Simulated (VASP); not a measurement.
# CaO (P6_3/mmc) in VASP: settings compared

The runs below take CaO through single point, relaxation of cell and atoms, with PBE, PBEsol, LDA.

Program: VASP 6.6.1. These are calculated values, not measurements. Logs are shortened: lines on timing, memory, paths and dates and some standing lists are left out, and cuts for length are marked.

### 1 The cell of the first run

The structure is hexagonal, space group P6_3/mmc (No. 194). Conventional cell: a = 4.004 Å, b = 4.004 Å, c = 4.809 Å, α = 90.00°, β = 90.00°, γ = 120.00°. Ca (site symmetry -6m2) has 5 O at 2.31 to 2.40 Å within 3.1 Å. Within 3.1 Å of O (site symmetry -6m2) lie 5 Ca at 2.31 to 2.40 Å.

### 2 Single point, PBE

Input file INCAR:

```
SYSTEM = CaO
PREC = Accurate
ENCUT = 520
EDIFF = 1E-6
ISMEAR = -1
SIGMA = 0.02
LREAL = .False.
LASPH = .True.
NELM = 100
ALGO = Normal
ISIF = 2
LWAVE = .False.
LCHARG = .True.
GGA = PE
LELF = .True.
LVHAR = .True.
NBANDS = 24
```

Input file KPOINTS:

```
Automatic mesh
0
Gamma
  12 12 6
  0 0 0
```

Input file POSCAR:

```
CaO
1.0
    4.0039163146      0.0000000000      0.0000000000
   -2.0019581573      3.4674932431      0.0000000000
    0.0000000000      0.0000000000      4.8085937088
Ca O
2 2
Direct
    0.3333333333      0.6666666667      0.2500000000
    0.6666666667      0.3333333333      0.7500000000
    0.6666666667      0.3333333333      0.2500000000
    0.3333333333      0.6666666667      0.7500000000
```

Potentials or basis: VASP PAW PBE potentials, release 64 (Ca_sv, O).

Launch:

```console
$ cat potpaw_PBE.64/Ca_sv/POTCAR potpaw_PBE.64/O/POTCAR > POTCAR
$ mpirun -np 1 vasp_std > vasp.out
```

OUTCAR:

```text
SYSTEM = CaO
   PREC = Accurate
   ENCUT = 520
   EDIFF = 1E-6
   ISMEAR = -1
   LREAL = .False.
   LASPH = .True.
   NELM = 100
   ISIF = 2
   GGA = PE

 ion  position               nearest neighbor table
   1  0.333  0.667  0.250-   3 2.31   3 2.31   3 2.31   4 2.40   4 2.40
   2  0.667  0.333  0.750-   4 2.31   4 2.31   4 2.31   3 2.40   3 2.40
   3  0.667  0.333  0.250-   1 2.31   1 2.31   1 2.31   2 2.40   2 2.40
   4  0.333  0.667  0.750-   2 2.31   2 2.31   2 2.31   1 2.40   1 2.40

  LATTYP: Found a hexagonal cell.
 ALAT       =     4.0039163146
 C/A-ratio  =     1.2009725806

  Lattice vectors:

 A1 = (   4.0039163146,   0.0000000000,   0.0000000000)
 A2 = (  -2.0019581573,   3.4674932431,   0.0000000000)
 A3 = (   0.0000000000,   0.0000000000,   4.8085937088)

Analysis of symmetry for initial positions (statically):
=====================================================================
 Subroutine PRICEL returns:
 Original cell was already a primitive cell.

 Routine SETGRP: Setting up the symmetry group for a
 hexagonal supercell.

 Subroutine GETGRP returns: Found 24 space group operations
 (whereof 12 operations were pure point group operations)
 out of a pool of 24 trial point group operations.

The static configuration has the point symmetry D_3d.
 The point group associated with its full space group is D_6h.

Analysis of symmetry for dynamics (positions and initial velocities):
=====================================================================
 Subroutine PRICEL returns:
 Original cell was already a primitive cell.

 Routine SETGRP: Setting up the symmetry group for a
 hexagonal supercell.

 Subroutine GETGRP returns: Found 24 space group operations
 (whereof 12 operations were pure point group operations)
 out of a pool of 24 trial point group operations.

The dynamic configuration has the point symmetry D_3d.
 The point group associated with its full space group is D_6h.

 Subroutine INISYM returns: Found 24 space group operations
 (whereof 12 operations are pure point group operations),
 and found     1 'primitive' translations

----------------------------------------------------------------------------------------

                                     Primitive cell

  volume of cell :      66.7604

  direct lattice vectors                    reciprocal lattice vectors
     4.003916315  0.000000000  0.000000000     0.249755470  0.144196388  0.000000000
    -2.001958157  3.467493243  0.000000000     0.000000000  0.288392775  0.000000000
     0.000000000  0.000000000  4.808593709     0.000000000  0.000000000  0.207961009

  length of vectors
     4.003916315  4.003916315  4.808593709     0.288392775  0.288392775  0.207961009

  position of ions in fractional coordinates (direct lattice)
     0.333333333  0.666666667  0.250000000
     0.666666667  0.333333333  0.750000000
     0.666666667  0.333333333  0.250000000
     0.333333333  0.666666667  0.750000000

  ion indices of the primitive-cell ions
   primitive index   ion index
                 1           1
                 2           2
                 3           3
                 4           4

----------------------------------------------------------------------------------------

 KPOINTS: Automatic mesh

Automatic generation of k-mesh.
 Grid dimensions read from file:
 generate k-points for:   12   12    6

 Generating k-lattice:

  Cartesian coordinates                     Fractional coordinates (reciprocal lattice)
     0.020812956  0.012016366  0.000000000     0.083333333  0.000000000  0.000000000
     0.000000000  0.024032731  0.000000000     0.000000000  0.083333333  0.000000000
     0.000000000  0.000000000  0.034660168     0.000000000  0.000000000  0.166666667

  Length of vectors
     0.024032731  0.024032731  0.034660168

  Shift w.r.t. Gamma in fractional coordinates (k-lattice)
     0.000000000  0.000000000  0.000000000

 Subroutine IBZKPT returns following result:
 ===========================================

 Found     76 irreducible k-points:

 Following reciprocal coordinates:
            Coordinates               Weight
  0.000000  0.000000  0.000000      1.000000
  0.083333  0.000000  0.000000      6.000000
  0.166667  0.000000  0.000000      6.000000
  0.250000  0.000000  0.000000      6.000000
  0.333333  0.000000  0.000000      6.000000
  0.416667  0.000000  0.000000      6.000000
[... 16 lines left out ...]
  0.250000  0.000000  0.166667     12.000000
  0.333333  0.000000  0.166667     12.000000
 [... further k-points ...]
   k-points           NKPTS =     76   k-points in BZ     NKDIM =     76   number of bands    NBANDS=     24
   number of dos      NEDOS =    301   number of ions     NIONS =      4
   total plane-waves  NPLWV =  32400
   dimension x,y,z NGX =    30 NGY =   30 NGZ =   36
   dimension x,y,z NGXF=    60 NGYF=   60 NGZF=   72
   ions per type =               2   2
   NGX,Y,Z   is equivalent  to a cutoff of  12.46, 12.46, 12.45 a.u.
   NGXF,Y,Z  is equivalent  to a cutoff of  24.91, 24.91, 24.89 a.u.
 SYSTEM =  CaO
   PREC   = accura    normal or accurate (medium, high low for compatibility)
   ISTART =      0    job   : 0-new  1-cont  2-samecut
   ICHARG =      2    charge: 1-file 2-atom 10-const
   ISPIN  =      1    spin polarized calculation?
   LNONCOLLINEAR =      F non collinear calculations
   LSORBIT =      F    spin-orbit coupling
   LASPH  =      T    aspherical Exc in radial PAW
   ENCUT  =  520.0 eV  38.22 Ry    6.18 a.u.   7.44  7.44  8.94*2*pi/ulx,y,z
   NELM   =    100;   NELMIN=  2; NELMDL= -5     # of ELM steps
   EDIFF  = 0.1E-05   stopping-criterion for ELM
   LREAL  =      F    real-space projection
[... 7 lines left out ...]
   TEBEG  =    0.0;   TEEND  =   0.0 temperature during run
   PSTRESS=    0.0 pullay stress
   NELECT =      32.0000    total number of electrons
   NUPDOWN=      -1.0000    fix difference up-down
   EMIN   =  10.00;   EMAX   =-10.00  energy-range for DOS
   EFERMI =   0.00;   METHOD = LEGACY
   ISMEAR =    -1;   SIGMA  =   0.02  broadening in eV -4-tet -1-fermi 0-gaus
   EFERMI_NEDOS =   21; number of points for ismear=-14 and -15
   IALGO  =     38    algorithm
   IMIX   =      4    mixing-type and parameters
     AMIX     =   0.40;   BMIX     =  1.00
     AMIX_MAG =   1.60;   BMIX_MAG =  1.00
  volume/ion in A,a.u.               =      16.69       112.63
  Fermi-wavevector in a.u.,A,eV,Ry     =   1.281205  2.421126 22.333773  1.641486
  Thomas-Fermi vector in A             =   2.413588
   LORBIT       =      0    0 simple, 1 ext, 2 COOP (PROOUT), +10 PAW based schemes
   GGA     = PE    functional components
   LHFCALC =     F    Hartree Fock is set to
   AEXX    =    0.0000 exact exchange contribution
   IVDW    =     0    specifies the selected vdW correction
   LEPSILON=     F    determine dielectric tensor
   LRPA    =     F    only Hartree local field effects (RPA)
 non-spin polarized calculation
  energy-cutoff  :      520.00
  volume of cell :       66.76
 maximum number of plane-waves:      1823
 NGX is ok and might be reduce to    30
   NGX = 15   NGY = 15   NGZ = 17

 number of electron      31.9999997 magnetization

 Free energy of the ion-electron system (eV)
  ---------------------------------------------------
  ext. energy  EPLUGINS =         0.00000000
  ---------------------------------------------------
  free energy    TOTEN  =       -25.35055600 eV

  energy without entropy =      -25.35055600  energy(sigma->0) =      -25.35055600

 E-fermi :   1.7054     XC(G=0):  -9.3469

 val. band max:        1.2904697008   @ k =   0.0000   0.0000   0.0000
 cond. band min:       4.4187380245   @ k =   0.0000   0.0000   0.0000
 fundamental gap:      3.1282683237
 Fermi energy:         1.7053842495

 k-point     1 :       0.0000    0.0000    0.0000
  band No.  band energies     occupation
      1     -36.4081      2.00000
      2     -36.2842      2.00000
      3     -17.7324      2.00000
      4     -17.5005      2.00000
      5     -17.5005      2.00000
      6     -17.3128      2.00000
[... 16 lines left out ...]
     23       9.6678      0.00000
     24       9.7823      0.00000

 k-point     2 :       0.0833    0.0000    0.0000
  band No.  band energies     occupation
      1     -36.4054      2.00000
      2     -36.2853      2.00000
      3     -17.7234      2.00000
      4     -17.5291      2.00000
      5     -17.5064      2.00000
      6     -17.3481      2.00000
[... 16 lines left out ...]
     23       9.5745      0.00000
     24       9.7341      0.00000

 k-point     3 :       0.1667    0.0000    0.0000
  band No.  band energies     occupation
      1     -36.3978      2.00000
      2     -36.2885      2.00000
      3     -17.6972      2.00000
      4     -17.6052      2.00000
      5     -17.5219      2.00000
      6     -17.4396      2.00000
[... 16 lines left out ...]
     23       9.3116      0.00000
     24       9.5974      0.00000

 k-point     4 :       0.2500    0.0000    0.0000
  band No.  band energies     occupation
      1     -36.3862      2.00000
      2     -36.2939      2.00000
      3     -17.7043      2.00000
      4     -17.6567      2.00000
      5     -17.5544      2.00000
      6     -17.5422      2.00000
[... 16 lines left out ...]
     23       9.3987      0.00000
     24       9.5980      0.00000

 k-point     5 :       0.3333    0.0000    0.0000
  band No.  band energies     occupation
      1     -36.3728      2.00000
      2     -36.3012      2.00000
      3     -17.7989      2.00000
      4     -17.6594      2.00000
      5     -17.6076      2.00000
      6     -17.5614      2.00000
[... 451 lines left out ...]
 k-point    22 :       0.1667    0.0000    0.1667
  band No.  band energies     occupation
      1     -36.3903      2.00000
      2     -36.2956      2.00000
      3     -17.7796      2.00000
      4     -17.5336      2.00000
      5     -17.5077      2.00000
      6     -17.5060      2.00000
[... 16 lines left out ...]
     23       9.5789      0.00000
     24       9.6296      0.00000

 k-point    23 :       0.2500    0.0000    0.1667
  band No.  band energies     occupation
      1     -36.3799      2.00000
      2     -36.2999      2.00000
      3     -17.8391      2.00000
      4     -17.6544      2.00000
      5     -17.5266      2.00000
      6     -17.5140      2.00000
[... 16 lines left out ...]
     23       9.6861      0.00000
     24       9.7598      0.00000

 k-point    24 :       0.3333    0.0000    0.1667
  band No.  band energies     occupation
      1     -36.3678      2.00000
      2     -36.3058      2.00000
      3     -17.9097      2.00000
      4     -17.7662      2.00000
      5     -17.5447      2.00000
      6     -17.4919      2.00000
[... 16 lines left out ...]
     23       9.6451      0.00000
     24       9.8830      0.00000

 [... further k-points ...]
[... 5 lines left out ...]
  --------------------------------------------------------------------------------------
  -------------------------------------------------------------------------------------
  Total        0.2001327      0.2001327      0.1979576      0.0000000      0.0000000      0.0000000
  in kB        4.8029710      4.8029710      4.7507706      0.0000000      0.0000000      0.0000000
  external PRESSURE =       4.7855709 kB  Pullay stress =       0.0000000 kB

 VOLUME and BASIS-vectors are now :
 -----------------------------------------------------------------------------
  energy-cutoff  :      520.00
  volume of cell :       66.76
      direct lattice vectors                 reciprocal lattice vectors
     4.003916315  0.000000000  0.000000000     0.249755470  0.144196388  0.000000000
    -2.001958157  3.467493243  0.000000000     0.000000000  0.288392775  0.000000000
     0.000000000  0.000000000  4.808593709     0.000000000  0.000000000  0.207961009

 POSITION                                       TOTAL-FORCE (eV/Angst)
 -----------------------------------------------------------------------------------
     -0.00000      2.31166      1.20215         0.000000     -0.000000     -0.000000
      2.00196      1.15583      3.60645        -0.000000      0.000000     -0.000000
      2.00196      1.15583      1.20215        -0.000000      0.000000     -0.000000
     -0.00000      2.31166      3.60645         0.000000     -0.000000      0.000000
 -----------------------------------------------------------------------------------
    total drift:                               -0.000000      0.000000     -0.000000

  FREE ENERGIE OF THE ION-ELECTRON SYSTEM (eV)
  ---------------------------------------------------
  free  energy   TOTEN  =       -25.3505560041 eV

  energy  without entropy=      -25.3505560041  energy(sigma->0) =      -25.35055600
```

Wall time 3.3 min (1 thread of Intel Xeon 8259CL, shared host); peak memory 0.21 GiB.

What came out:

- Free energy: -25.3506 eV
- Pressure: 0.5 GPa
- Band gap on the k mesh: 3.13 eV

Levels at points of the mesh, in eV from the valence-band top:
```tsv
k point	band 14	band 15	band 16	band 17	band 18	band 19
(0.00, 0.00, 0.00)	-1.13	-1.10	0.00	3.13	6.11	6.11
(0.50, 0.00, 0.00)	-0.84	-0.60	-0.38	4.67	5.23	5.24
(0.00, 0.00, 0.50)	-1.27	-1.27	-1.27	4.93	4.93	7.71
(0.50, 0.00, 0.50)	-1.04	-0.75	-0.75	5.33	5.33	7.27
```

A k mesh can miss the band edges.

### 3 Relaxation of cell and atoms, PBEsol

Input file INCAR:

```
PREC = Accurate
ENCUT = 600
EDIFF = 1E-6
ISMEAR = -1
SIGMA = 0.02
LREAL = False
LASPH = True
NELM = 60
ALGO = Normal
ISIF = 3
LWAVE = False
LCHARG = False
GGA = PS
IBRION = 2
NSW = 80
EDIFFG = -0.005
```

Input file KPOINTS:

```
regular mesh
0
Gamma
  6 6 6
```

POSCAR is that of step 2.

Potentials or basis: VASP PAW PBE potentials, release 64 (Ca_sv, O).

Launch:

```console
$ cat potpaw_PBE.64/Ca_sv/POTCAR potpaw_PBE.64/O/POTCAR > POTCAR
$ mpirun -np 1 vasp_std > vasp.out
```

Run time: 3.4 min. Hardware: 1 thread of Intel Xeon 8259CL, shared host; peak memory 0.2 GiB.

It converged, with:

* Free energy: -26.4700 eV
* Relaxed volume: 16.15 Å³/atom
* Relaxed cell: a = 3.963 Å, b = 3.963 Å, c = 4.750 Å, α = 90.00°, β = 90.00°, γ = 120.00°
* Space group after relaxing (to 0.1 Å): P6_3/mmc (No. 194)
* Energy gained by relaxing: 5.0 meV/atom
* Ionic steps: 3
* Pressure after relaxing: 0.0 GPa
* Band gap on the k mesh: 3.11 eV

Step by step:
```csv
step,energy change (eV),largest force (eV/Å),pressure (GPa),volume (Å³)
1,0.0000,0.0000,-2.85,66.76
2,-0.0178,0.0000,1.01,63.93
3,-0.0199,0.0000,0.00,64.61
```

Final structure:
```cif
data_structure
_symmetry_space_group_name_H-M 'P 1'
_symmetry_Int_Tables_number 1
_cell_length_a 3.9632
_cell_length_b 3.9632
_cell_length_c 4.7496
_cell_angle_alpha 90.000
_cell_angle_beta 90.000
_cell_angle_gamma 120.000
_cell_volume 64.61
loop_
_atom_site_label
_atom_site_type_symbol
_atom_site_fract_x
_atom_site_fract_y
_atom_site_fract_z
_atom_site_occupancy
Ca1 Ca 0.33333 0.66667 0.25000 1
Ca2 Ca 0.66667 0.33333 0.75000 1
O1 O 0.66667 0.33333 0.25000 1
O2 O 0.33333 0.66667 0.75000 1
```

Levels at points of the mesh, in eV from the valence-band top:
```csv
k point,band 14,band 15,band 16,band 17,band 18,band 19
"(0.00, 0.00, 0.00)",-1.21,-1.10,0.00,3.11,6.14,6.14
"(0.50, 0.00, 0.00)",-0.85,-0.62,-0.40,4.62,5.21,5.22
"(0.00, 0.00, 0.50)",-1.35,-1.35,-1.35,4.94,4.94,7.86
"(0.50, 0.00, 0.50)",-1.11,-0.78,-0.78,5.31,5.31,7.38
```

Caveat: the PAW data sets were made with another functional, which shifts forces and pressure a little. A k mesh can miss the band edges.

### 4 Relaxation of cell and atoms, LDA

Input file INCAR:

```
PREC = Accurate
ENCUT = 600
EDIFF = 1E-6
ISMEAR = -1
SIGMA = 0.02
LREAL = F
LASPH = T
NELM = 80
ALGO = Normal
ISIF = 3
LWAVE = F
LCHARG = F
IBRION = 2
NSW = 80
EDIFFG = -0.005
```

Input file KPOINTS:

```
Automatic mesh
0
Gamma
  6 6 6
```

POSCAR is that of step 3.

Potentials or basis: VASP PAW LDA potentials, release 64 (Ca_sv, O).

Launch:

```console
$ cat potpaw_LDA.64/Ca_sv/POTCAR potpaw_LDA.64/O/POTCAR > POTCAR
$ mpirun -np 1 vasp_std > vasp.out
```

Wall time 4.8 min (1 thread of Intel Xeon 8259CL, shared host); peak memory 0.17 GiB.

The run converged. Its results:

* Free energy: -28.0087 eV
* Relaxed volume: 15.58 Å³/atom
* Relaxed cell: a = 3.917 Å, b = 3.917 Å, c = 4.692 Å, α = 90.00°, β = 90.00°, γ = 120.00°
* Space group after relaxing (to 0.1 Å): P6_3/mmc (No. 194)
* Energy gained by relaxing: 22.3 meV/atom
* Ionic steps: 7
* Pressure after relaxing: 0.0 GPa
* Band gap on the k mesh: 3.19 eV

The path:
| step | energy change (eV) | largest force (eV/Å) | pressure (GPa) | volume (Å³) |
| --- | --- | --- | --- | --- |
| 1 | 0.0000 | 0.0000 | -6.06 | 66.76 |
| 2 | -0.0761 | 0.0000 | 2.73 | 60.85 |
| 3 | -0.0890 | 0.0000 | 0.02 | 62.37 |
| 4 | -0.0890 | 0.0000 | -0.13 | 62.46 |
| 5 | -0.0890 | 0.0000 | -0.12 | 62.45 |
| 6 | -0.0890 | 0.0000 | -0.13 | 62.44 |
| 7 | -0.0891 | 0.0000 | 0.04 | 62.34 |

Final structure:
```
Ca O
1.0
     3.91664    0.00000    0.00000
    -1.95832    3.39191    0.00000
     0.00000    0.00000    4.69233
Ca O
2 2
Direct
  0.33333 0.66667 0.25000
  0.66667 0.33333 0.75000
  0.66667 0.33333 0.25000
  0.33333 0.66667 0.75000
```

Levels at points of the mesh, in eV from the valence-band top:
```
           k point  band 12  band 13  band 14  band 15  band 16  band 17  band 18  band 19  band 20
(0.00, 0.00, 0.00)    -1.29    -1.29    -1.29    -1.06     0.00     3.19     6.13     6.13     7.90
(0.50, 0.00, 0.00)    -1.14    -0.86    -0.84    -0.63    -0.42     4.62     5.16     5.20     7.84
(0.00, 0.00, 0.50)    -1.71    -1.43    -1.43    -1.43    -1.43     5.02     5.02     7.96     7.96
(0.50, 0.00, 0.50)    -2.23    -1.18    -1.18    -0.80    -0.80     5.32     5.32     7.44     7.44
```

A k mesh can miss the band edges.

### 5 The runs side by side

| task | level | potentials or basis | cell | k mesh | cutoff (eV) | gap on the mesh (eV) | pressure (GPa) | relaxed volume (Å³/atom) |
| --- | --- | --- | --- | --- | --- | --- | --- | --- |
| single point | PBE | VASP PAW PBE potentials, release 64 (Ca_sv, O) | as given | 12 × 12 × 6 | 520 | 3.13 | 0.5 | - |
| relaxation of cell and atoms | PBEsol | VASP PAW PBE potentials, release 64 (Ca_sv, O) | relaxed | 6 × 6 × 6 | 600 | 3.11 | 0.0 | 16.15 |
| relaxation of cell and atoms | LDA | VASP PAW LDA potentials, release 64 (Ca_sv, O) | relaxed | 6 × 6 × 6 | 600 | 3.19 | 0.0 | 15.58 |

Alike in all rows: no spin polarisation; smearing fermi-dirac 0.02 eV.

Caveats: the PAW data sets were made with another functional, which shifts forces and pressure a little (at least some runs).

Total energies depend on the potentials used, so only differences within one code and one set of settings carry meaning.
